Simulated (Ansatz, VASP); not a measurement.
Si4F in VASP and in Ansatz

```xyz
5
Lattice="-2.7473 2.7473 2.7473 2.7473 -2.7473 2.7473 2.7473 2.7473 -2.7473" Properties=species:S:1:pos:R:3 pbc="T T T"
Si    1.3736    1.3736    1.3736
Si   -1.3736    1.3736    1.3736
Si    1.3736    1.3736   -1.3736
Si    1.3736   -1.3736    1.3736
F     0.0000    0.0000    0.0000
```

Change from the starting cell: species swapped into the Hg4Pt type (Im-3m, No. 229).

Alike in both runs: functional PBE; k mesh 10 × 10 × 10; occupations gaussian, width 0.1 eV; no spin polarisation.

Ansatz relaxed the structure, and its values are those at the end. VASP's run is a single point on that final structure, the one shown.

```csv
,VASP,Ansatz
version,VASP 6.6.1,Ansatz 0.2.0
potentials or method,"VASP PAW PBE potentials, release 64 (Si, F), cutoff 520 eV","scalar-relativistic, plane waves, PAW"
valence electrons in the cell,23,23
```

```csv
,VASP,Ansatz,Ansatz less VASP
gap on the k mesh at the Fermi level (eV),none,none,-
pressure (GPa),-0.1,0.0,+0.08
```

A gap of «none» marks a metal or a gap that the smearing closes.
